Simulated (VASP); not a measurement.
# MoS2 (R3m) in VASP: notebook

Runs on MoS2. Level: PBE. Tasks: single point, relaxation of volume and atoms at fixed shape.

Program: VASP 6.6.1. These are calculated values, not measurements. Logs are shortened: lines on timing, memory, paths and dates and some standing lists are left out, and cuts for length are marked.

## 1. The cell of the first run

Symmetry: R3m, No. 160, trigonal system. Conventional cell: a = 3.204 Å, b = 3.204 Å, c = 18.709 Å, α = 90.00°, β = 90.00°, γ = 120.00°. Within 3.3 Å of Mo (site symmetry 3m) lie 6 S at 2.41 Å and 6 Mo at 3.20 Å. Within 3.3 Å of S (site symmetry 3m) lie 3 Mo at 2.41 Å and 7 S at 3.10 to 3.20 Å. Within 3.3 Å of S (site symmetry 3m) lie 3 Mo at 2.41 Å and 7 S at 3.10 to 3.20 Å.

## 2. Single point, PBE

INCAR

```
SYSTEM = MoS2
PREC = Accurate ; ENCUT = 520
EDIFF = 1E-6 ; ISMEAR = 0
SIGMA = 0.05 ; LREAL = .False.
LASPH = .True. ; NELM = 100
ALGO = Normal ; ISIF = 2
LWAVE = .False. ; LCHARG = .True.
GGA = PE ; LELF = .True.
LVHAR = .True. ; NBANDS = 20
```

KPOINTS

```
regular mesh
0
Gamma
  10 10 10
  0 0 0
```

POSCAR

```
MoS2
1.0
    1.6021585701      0.9250066834      6.2362501257
   -1.6021585701      0.9250066834      6.2362501257
    0.0000000000     -1.8500133618      6.2362501265
Mo S
1 2
Direct
    0.0000989629      0.0000989629      0.0000989629
    0.2505152225      0.2505152225      0.2505152225
    0.4163858146      0.4163858146      0.4163858146
```

Potentials or basis: VASP PAW PBE potentials, release 64 (Mo_sv, S).

Launch:

```sh
cat potpaw_PBE.64/Mo_sv/POTCAR potpaw_PBE.64/S/POTCAR > POTCAR
mpirun -np 1 vasp_std > vasp.out
```

OUTCAR:

```text
SYSTEM = MoS2
   PREC = Accurate
   ENCUT = 520
   EDIFF = 1E-6
   ISMEAR = 0
   LREAL = .False.
   LASPH = .True.
   NELM = 100
   ISIF = 2
   GGA = PE

 ion  position               nearest neighbor table
   1  0.000  0.000  0.000-   2 2.41   2 2.41   2 2.41   3 2.41   3 2.41   3 2.41
   2  0.251  0.251  0.251-   1 2.41   1 2.41   1 2.41
   3  0.416  0.416  0.416-   1 2.41   1 2.41   1 2.41

  LATTYP: Found a trigonal (rhomboedric) cell.
 ALAT       =     6.5048724106
 COS(alpha) =     0.8786713333

  Lattice vectors:

 A1 = (   1.6021585701,   0.9250066834,   6.2362501257)
 A2 = (  -1.6021585701,   0.9250066834,   6.2362501257)
 A3 = (   0.0000000000,  -1.8500133618,   6.2362501265)

Analysis of symmetry for initial positions (statically):
=====================================================================
 Subroutine PRICEL returns:
 Original cell was already a primitive cell.

 Routine SETGRP: Setting up the symmetry group for a
 trigonal (rhombohedral) supercell.

 Subroutine GETGRP returns: Found  6 space group operations
 (whereof  6 operations were pure point group operations)
 out of a pool of 12 trial point group operations.

The static configuration has the point symmetry C_3v.

Analysis of symmetry for dynamics (positions and initial velocities):
=====================================================================
 Subroutine PRICEL returns:
 Original cell was already a primitive cell.

 Routine SETGRP: Setting up the symmetry group for a
 trigonal (rhombohedral) supercell.

 Subroutine GETGRP returns: Found  6 space group operations
 (whereof  6 operations were pure point group operations)
 out of a pool of 12 trial point group operations.

The dynamic configuration has the point symmetry C_3v.

 Subroutine INISYM returns: Found  6 space group operations
 (whereof  6 operations are pure point group operations),
 and found     1 'primitive' translations

----------------------------------------------------------------------------------------

                                     Primitive cell

  volume of cell :      55.4530

  direct lattice vectors                    reciprocal lattice vectors
     1.602158570  0.925006683  6.236250126     0.312078972  0.180178879  0.053450924
    -1.602158570  0.925006683  6.236250126    -0.312078972  0.180178879  0.053450924
     0.000000000 -1.850013362  6.236250126     0.000000000 -0.360357757  0.053450924

  length of vectors
     6.504872411  6.504872411  6.504872411     0.364300308  0.364300308  0.364300308

  position of ions in fractional coordinates (direct lattice)
     0.000098963  0.000098963  0.000098963
     0.250515222  0.250515222  0.250515222
     0.416385815  0.416385815  0.416385815

  ion indices of the primitive-cell ions
   primitive index   ion index
                 1           1
                 2           2
                 3           3

----------------------------------------------------------------------------------------

 KPOINTS: regular mesh

Automatic generation of k-mesh.
 Grid dimensions read from file:
 generate k-points for:   10   10   10

 Generating k-lattice:

  Cartesian coordinates                     Fractional coordinates (reciprocal lattice)
     0.031207897  0.018017888  0.005345092     0.100000000  0.000000000  0.000000000
    -0.031207897  0.018017888  0.005345092     0.000000000  0.100000000  0.000000000
     0.000000000 -0.036035776  0.005345092     0.000000000  0.000000000  0.100000000

  Length of vectors
     0.036430031  0.036430031  0.036430031

  Shift w.r.t. Gamma in fractional coordinates (k-lattice)
     0.000000000  0.000000000  0.000000000

 Subroutine IBZKPT returns following result:
 ===========================================

 Found    116 irreducible k-points:

 Following reciprocal coordinates:
            Coordinates               Weight
  0.000000  0.000000  0.000000      1.000000
  0.100000  0.000000 -0.000000      6.000000
  0.200000  0.000000 -0.000000      6.000000
  0.300000  0.000000  0.000000      6.000000
  0.400000  0.000000 -0.000000      6.000000
  0.500000  0.000000  0.000000      3.000000
[... 16 lines left out ...]
  0.300000  0.300000  0.000000      6.000000
  0.400000  0.300000 -0.000000     12.000000
 [... further k-points ...]
   k-points           NKPTS =    116   k-points in BZ     NKDIM =    116   number of bands    NBANDS=     20
   number of dos      NEDOS =    301   number of ions     NIONS =      3
   total plane-waves  NPLWV = 110592
   dimension x,y,z NGX =    48 NGY =   48 NGZ =   48
   dimension x,y,z NGXF=    96 NGYF=   96 NGZF=   96
   ions per type =               1   2
   NGX,Y,Z   is equivalent  to a cutoff of  12.27, 12.27, 12.27 a.u.
   NGXF,Y,Z  is equivalent  to a cutoff of  24.53, 24.53, 24.53 a.u.
 SYSTEM =  MoS2
   PREC   = accura    normal or accurate (medium, high low for compatibility)
   ISTART =      0    job   : 0-new  1-cont  2-samecut
   ICHARG =      2    charge: 1-file 2-atom 10-const
   ISPIN  =      1    spin polarized calculation?
   LNONCOLLINEAR =      F non collinear calculations
   LSORBIT =      F    spin-orbit coupling
   LASPH  =      T    aspherical Exc in radial PAW
   ENCUT  =  520.0 eV  38.22 Ry    6.18 a.u.  12.09 12.09 12.09*2*pi/ulx,y,z
   NELM   =    100;   NELMIN=  2; NELMDL= -5     # of ELM steps
   EDIFF  = 0.1E-05   stopping-criterion for ELM
   LREAL  =      F    real-space projection
   EDIFFG = 0.1E-04   stopping-criterion for IOM
   NSW    =      0    number of steps for IOM
   IBRION =     -1    ionic relax: 0-MD 1-quasi-New 2-CG
   NFREE  =      0    steps in history (QN), initial steepest desc. (CG)
   ISIF   =      2    stress and relaxation
   ISYM   =      2    0-nonsym 1-usesym 2-fastsym
   POTIM  = 0.5000    time-step for ionic-motion
   TEBEG  =    0.0;   TEEND  =   0.0 temperature during run
   PSTRESS=    0.0 pullay stress
   NELECT =      26.0000    total number of electrons
   NUPDOWN=      -1.0000    fix difference up-down
   EMIN   =  10.00;   EMAX   =-10.00  energy-range for DOS
   EFERMI =   0.00;   METHOD = LEGACY
   ISMEAR =     0;   SIGMA  =   0.05  broadening in eV -4-tet -1-fermi 0-gaus
   EFERMI_NEDOS =   21; number of points for ismear=-14 and -15
   IALGO  =     38    algorithm
   IMIX   =      4    mixing-type and parameters
     AMIX     =   0.40;   BMIX     =  1.00
     AMIX_MAG =   1.60;   BMIX_MAG =  1.00
  volume/ion in A,a.u.               =      18.48       124.74
  Fermi-wavevector in a.u.,A,eV,Ry     =   1.271816  2.403383 22.007635  1.617516
  Thomas-Fermi vector in A             =   2.404728
   LORBIT       =      0    0 simple, 1 ext, 2 COOP (PROOUT), +10 PAW based schemes
   GGA     = PE    functional components
   LHFCALC =     F    Hartree Fock is set to
   AEXX    =    0.0000 exact exchange contribution
   IVDW    =     0    specifies the selected vdW correction
   LEPSILON=     F    determine dielectric tensor
   LRPA    =     F    only Hartree local field effects (RPA)
 non-spin polarized calculation
 Gauss-broadening in eV      SIGMA  =   0.05
  energy-cutoff  :      520.00
  volume of cell :       55.45
 maximum number of plane-waves:      1512
   NGX = 25   NGY = 25   NGZ = 25

 number of electron      25.9999999 magnetization

 Free energy of the ion-electron system (eV)
  ---------------------------------------------------
  ext. energy  EPLUGINS =         0.00000000
  ---------------------------------------------------
  free energy    TOTEN  =       -21.82083279 eV

  energy without entropy =      -21.82083279  energy(sigma->0) =      -21.82083279

 E-fermi :   7.4147     XC(G=0): -10.6069

 val. band max:        7.1079388954   @ k =   0.5000   0.5000   0.5000
 cond. band min:       8.0963686664   @ k =  -0.3000   0.3000   0.0000
 fundamental gap:      0.9884297709
 Fermi energy:         7.4147329814

 k-point     1 :       0.0000    0.0000    0.0000
  band No.  band energies     occupation
      1     -54.4735      2.00000
      2     -28.6018      2.00000
      3     -28.4216      2.00000
      4     -28.4216      2.00000
      5      -7.7515      2.00000
      6      -6.1445      2.00000
[... 12 lines left out ...]
     19      15.1245      0.00000
     20      15.4360      0.00000

 k-point     2 :       0.1000    0.0000   -0.0000
  band No.  band energies     occupation
      1     -54.4703      2.00000
      2     -28.5952      2.00000
      3     -28.4556      2.00000
      4     -28.4293      2.00000
      5      -7.6059      2.00000
      6      -6.0982      2.00000
[... 12 lines left out ...]
     19      15.5118      0.00000
     20      15.7615      0.00000

 k-point     3 :       0.2000    0.0000   -0.0000
  band No.  band energies     occupation
      1     -54.4617      2.00000
      2     -28.5779      2.00000
      3     -28.5437      2.00000
      4     -28.4496      2.00000
      5      -7.2016      2.00000
      6      -5.9698      2.00000
[... 12 lines left out ...]
     19      15.6940      0.00000
     20      16.0793      0.00000

 k-point     4 :       0.3000    0.0000    0.0000
  band No.  band energies     occupation
      1     -54.4511      2.00000
      2     -28.6509      2.00000
      3     -28.5563      2.00000
      4     -28.4745      2.00000
      5      -6.6399      2.00000
      6      -5.7941      2.00000
[... 12 lines left out ...]
     19      14.7510      0.00000
     20      15.2316      0.00000

 k-point     5 :       0.4000    0.0000   -0.0000
  band No.  band energies     occupation
      1     -54.4425      2.00000
      2     -28.7364      2.00000
      3     -28.5389      2.00000
      4     -28.4945      2.00000
      5      -6.1095      2.00000
      6      -5.6366      2.00000
[... 12 lines left out ...]
     19      14.0987      0.00000
     20      14.5489      0.00000
[... 353 lines left out ...]
      6      -5.5439      2.00000
[... 12 lines left out ...]
     19      15.1081      0.00000
     20      16.0088      0.00000

 k-point    22 :      -0.2000    0.2000    0.0000
  band No.  band energies     occupation
      1     -54.4462      2.00000
      2     -28.6692      2.00000
      3     -28.5464      2.00000
      4     -28.5178      2.00000
      5      -6.3677      2.00000
      6      -5.6812      2.00000
[... 12 lines left out ...]
     19      15.1737      0.00000
     20      16.0074      0.00000

 k-point    23 :       0.3000    0.3000    0.0000
  band No.  band energies     occupation
      1     -54.4511      2.00000
      2     -28.6509      2.00000
      3     -28.5563      2.00000
      4     -28.4745      2.00000
      5      -6.5979      2.00000
      6      -5.8532      2.00000
[... 12 lines left out ...]
     19      14.9603      0.00000
     20      15.4953      0.00000

 k-point    24 :       0.4000    0.3000   -0.0000
  band No.  band energies     occupation
      1     -54.4452      2.00000
      2     -28.6959      2.00000
      3     -28.5443      2.00000
      4     -28.5030      2.00000
      5      -6.2391      2.00000
      6      -5.7450      2.00000
[... 12 lines left out ...]
     19      14.6987      0.00000
     20      15.5639      0.00000

 [... further k-points ...]

------------------------ aborting loop because EDIFF is reached ----------------------------------------

  FORCE on cell =-STRESS in cart. coord.  units (eV):
  Direction    XX          YY          ZZ          XY          YZ          ZX
  --------------------------------------------------------------------------------------
  -------------------------------------------------------------------------------------
  Total       -0.3542492     -0.3542492      0.6001259      0.0000000      0.0000000      0.0000000
  in kB      -10.2351534    -10.2351534     17.3391500      0.0000000      0.0000000      0.0000000
  external PRESSURE =      -1.0437189 kB  Pullay stress =       0.0000000 kB

 VOLUME and BASIS-vectors are now :
 -----------------------------------------------------------------------------
  energy-cutoff  :      520.00
  volume of cell :       55.45
      direct lattice vectors                 reciprocal lattice vectors
     1.602158570  0.925006683  6.236250126     0.312078972  0.180178879  0.053450924
    -1.602158570  0.925006683  6.236250126    -0.312078972  0.180178879  0.053450924
     0.000000000 -1.850013362  6.236250126     0.000000000 -0.360357757  0.053450924

 POSITION                                       TOTAL-FORCE (eV/Angst)
 -----------------------------------------------------------------------------------
      0.00000      0.00000      0.00185         0.000000      0.000000      0.001053
      0.00000      0.00000      4.68683         0.000000      0.000000      0.010853
      0.00000      0.00000      7.79006         0.000000     -0.000000     -0.011906
 -----------------------------------------------------------------------------------
    total drift:                               -0.000000      0.000000      0.000013

  FREE ENERGIE OF THE ION-ELECTRON SYSTEM (eV)
  ---------------------------------------------------
  free  energy   TOTEN  =       -21.8208327925 eV

  energy  without entropy=      -21.8208327925  energy(sigma->0) =      -21.82083279
```

Wall time 4.3 min (1 thread of Intel Xeon Platinum 8488C (Sapphire Rapids), shared host); peak memory 0.38 GiB.

What came out:

```yaml
Free_energy: -21.8208 eV
Pressure: -0.1 GPa
Largest_force: 0.012 eV/Å
Band_gap_on_the_k_mesh: 0.99 eV (least direct gap 1.85 eV)
```

Forces on the atoms (eV/Å):
```
Mo   0.000  0.000  0.001
S    0.000  0.000  0.011
S    0.000  0.000 -0.012
```

Stress tensor (GPa, compression positive):
```
-1.02  0.00  0.00
 0.00 -1.02  0.00
 0.00  0.00  1.73
```

A k mesh can miss the band edges. As with any semilocal functional, this PBE gap is likely too small.

## 3. Relaxation of volume and atoms at fixed shape, PBE

This run uses another cell than the first one, of 17.73 Å³/atom.

INCAR

```
ALGO = Normal
EDIFF = 1E-6
EDIFFG = -0.01
ENCUT = 600
GGA = PE
IBRION = 2
ISIF = 8
ISMEAR = 0
LASPH = True
LCHARG = False
LREAL = False
LWAVE = False
NELM = 60
NSW = 80
PREC = Accurate
SIGMA = 0.05
```

KPOINTS

```
k-points
0
Gamma
  10 10 10
```

POSCAR

```
MoS2
1.0
    1.5800000000      0.9122134300      6.1500000000
   -1.5800000000      0.9122134300      6.1500000000
    0.0000000000     -1.8244268500      6.1500000000
Mo S
1 2
Direct
    0.0000000000      0.0000000000      0.0000000000
    0.2500000000      0.2500000000      0.2500000000
    0.4170000000      0.4170000000      0.4170000000
```

Potentials or basis: VASP PAW PBE potentials, release 64 (Mo_sv, S).

Launch:

```sh
cat potpaw_PBE.64/Mo_sv/POTCAR potpaw_PBE.64/S/POTCAR > POTCAR
mpirun -np 1 vasp_std > vasp.out
```

OUTCAR:

```text
EDIFF = 1E-6
   EDIFFG = -0.01
   ENCUT = 600
   GGA = PE
   IBRION = 2
   ISIF = 8
   ISMEAR = 0
   LASPH = True
   LREAL = False
   NELM = 60
   NSW = 80
   PREC = Accurate

 ion  position               nearest neighbor table
   1  0.000  0.000  0.000-   2 2.39   2 2.39   2 2.39   3 2.39   3 2.39   3 2.39
   2  0.250  0.250  0.250-   1 2.39   1 2.39   1 2.39
   3  0.417  0.417  0.417-   1 2.39   1 2.39   1 2.39

  LATTYP: Found a trigonal (rhomboedric) cell.
 ALAT       =     6.4149071187
 COS(alpha) =     0.8786713332

  Lattice vectors:

 A1 = (   1.5800000000,   0.9122134300,   6.1500000000)
 A2 = (  -1.5800000000,   0.9122134300,   6.1500000000)
 A3 = (   0.0000000000,  -1.8244268500,   6.1500000000)

Analysis of symmetry for initial positions (statically):
[... 482 lines left out ...]

 E-fermi :   7.5222     XC(G=0): -10.6115

 val. band max:        7.1203010120   @ k =   0.5000   0.5000   0.5000
 cond. band min:       8.1102618987   @ k =  -0.3000   0.3000   0.0000
 fundamental gap:      0.9899608867
 Fermi energy:         7.5221664089

 k-point     1 :       0.0000    0.0000    0.0000
  band No.  band energies     occupation
      1     -54.4604      2.00000
      2     -28.5904      2.00000
      3     -28.4094      2.00000
      4     -28.4094      2.00000
      5      -7.7446      2.00000
      6      -6.1350      2.00000
[... 457 lines left out ...]
      4     -28.4911      2.00000
      5      -6.2295      2.00000
      6      -5.7354      2.00000
[... 9 lines left out ...]
     16       9.8367      0.00000
     17      10.6768      0.00000

 [... further k-points ...]

------------------------ aborting loop because EDIFF is reached ----------------------------------------

  FORCE on cell =-STRESS in cart. coord.  units (eV):
  Direction    XX          YY          ZZ          XY          YZ          ZX
  --------------------------------------------------------------------------------------
  -------------------------------------------------------------------------------------
  Total       -0.3244605     -0.3244605      0.6325400      0.0000000      0.0000000      0.0000000
  in kB       -9.3835320     -9.3835321     18.2933214      0.0000000      0.0000000      0.0000000
  external PRESSURE =      -0.1579142 kB  Pullay stress =       0.0000000 kB
[... 18 lines left out ...]
  FREE ENERGIE OF THE ION-ELECTRON SYSTEM (eV)
  ---------------------------------------------------
  free  energy   TOTEN  =       -21.8206323131 eV

  energy  without entropy=      -21.8206323131  energy(sigma->0) =      -21.82063231

 reached required accuracy - stopping structural energy minimisation
```

Wall time 32 min (1 thread of Intel Xeon Platinum 8488C (Sapphire Rapids), shared host); peak memory 0.48 GiB.

Results:

- Free energy: -21.8206 eV
- Relaxed volume: 18.47 Å³/atom
- Relaxed cell: a = 6.503 Å, b = 6.503 Å, c = 6.503 Å, α = 28.52°, β = 28.52°, γ = 28.52°
- Space group after relaxing (to 0.1 Å): R3m (No. 160)
- Energy gained by relaxing: 10.1 meV/atom
- Ionic steps: 9
- Pressure after relaxing: 0.0 GPa
- Band gap on the k mesh: 0.99 eV (least direct gap 1.85 eV)

Step by step:
| step | energy change (eV) | largest force (eV/Å) | pressure (GPa) | volume (Å³) |
| --- | --- | --- | --- | --- |
| 1 | 0.0000 | 0.5056 | 5.21 | 53.18 |
| 2 | 0.0695 | 1.1998 | -7.79 | 57.74 |
| 3 | -0.0271 | 0.1589 | 0.16 | 54.70 |
| 4 | -0.0271 | 0.1478 | 0.21 | 54.67 |
| 5 | -0.0287 | 0.1034 | 0.15 | 54.89 |
| 6 | -0.0300 | 0.0592 | 0.05 | 55.25 |
| 7 | -0.0301 | 0.0743 | 0.03 | 55.36 |
| 8 | -0.0300 | 0.1124 | -0.04 | 55.45 |
| 9 | -0.0302 | 0.0018 | -0.02 | 55.40 |

Final structure:
```xyz
3
Lattice="1.6016 0.9247 6.2342 -1.6016 0.9247 6.2342 0.0000 -1.8494 6.2342" Properties=species:S:1:pos:R:3 pbc="T T T"
Mo    0.0000    0.0000    0.0019
S     0.0000    0.0000    4.6851
S     0.0000    0.0000    7.7878
```

Levels at points of the mesh, in eV from the valence-band top:
```csv
k point,band 10,band 11,band 12,band 13,band 14,band 15,band 16,band 17
"(0.00, 0.00, 0.00)",-2.28,-2.28,-1.25,-1.03,1.96,1.96,2.33,2.33
"(0.50, 0.00, 0.00)",-3.93,-2.29,-1.68,-1.40,1.49,1.92,3.38,3.39
"(0.50, 0.50, 0.00)",-3.86,-2.79,-1.84,-1.26,1.45,2.02,2.96,3.76
"(0.50, 0.50, 0.50)",-3.30,-2.26,-2.26,0.00,2.04,2.04,2.22,2.22
```
